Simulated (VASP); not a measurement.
Write the native input for VASP 6.6.1 that does the following.

```yaml
Task: single point
Functional: PBE
Potentials_or_basis: VASP PAW PBE potentials, release 64 (Sc_sv, Pt, S)
Cutoff: 520 eV
k_mesh: 12 × 12 × 8
Occupations: gaussian, width 0.1 eV
Spin: no spin polarisation
Dipole_correction: no
Further_INCAR_settings: ALGO = Normal; EDIFF = 1e-07; NBANDS = 32
```

The structure of ScPt3S lies in POSCAR:

```
ScPt3S
1.0
    4.5041416941      0.0000000000      0.0000000000
   -2.2520708470      3.9007011293      0.0000000000
    0.0000000000      0.0000000000      5.3054146618
Sc Pt S
1 3 1
Direct
    0.3333333333      0.6666666667      0.5000000000
    0.0000000000      0.0000000000      0.7505885047
    0.0000000000      0.0000000000      0.2494114953
    0.6666666667      0.3333333333      0.5000000000
    0.6666666667      0.3333333333      0.0000000000
```

The input as run:

INCAR

```
PREC     = Accurate       # precision mode
ENCUT    = 520            # plane-wave cutoff, eV
EDIFF    = 1E-7           # SCF threshold, eV
ISMEAR   = 0              # smearing method
SIGMA    = 0.1            # smearing width, eV
LREAL    = F              # projectors in reciprocal space
LASPH    = T              # aspherical terms in the spheres
NELM     = 80             # most SCF steps
ALGO     = Normal         # electronic algorithm
ISIF     = 2              # what is computed and relaxed
LWAVE    = F              # write WAVECAR
LCHARG   = T              # write CHGCAR
GGA      = PE             # functional
LELF     = T              # ELF
LVHAR    = T            
NBANDS   = 32             # bands
```

KPOINTS

```
regular mesh
0
Gamma
  12 12 8
```

Potentials or basis: VASP PAW PBE potentials, release 64 (Sc_sv, Pt, S).

Run with:

```bash
$ cat potpaw_PBE.64/Sc_sv/POTCAR potpaw_PBE.64/Pt/POTCAR potpaw_PBE.64/S/POTCAR > POTCAR
$ mpirun -np 1 vasp_std > vasp.out
```

Results of the run:

| Quantity | Value |
| --- | --- |
| Pressure | 0.0 GPa |

It took 3.4 min on 1 thread of AMD EPYC 9R45 96-Core Processor (Zen 5), on a shared host, peak memory 0.38 GiB.
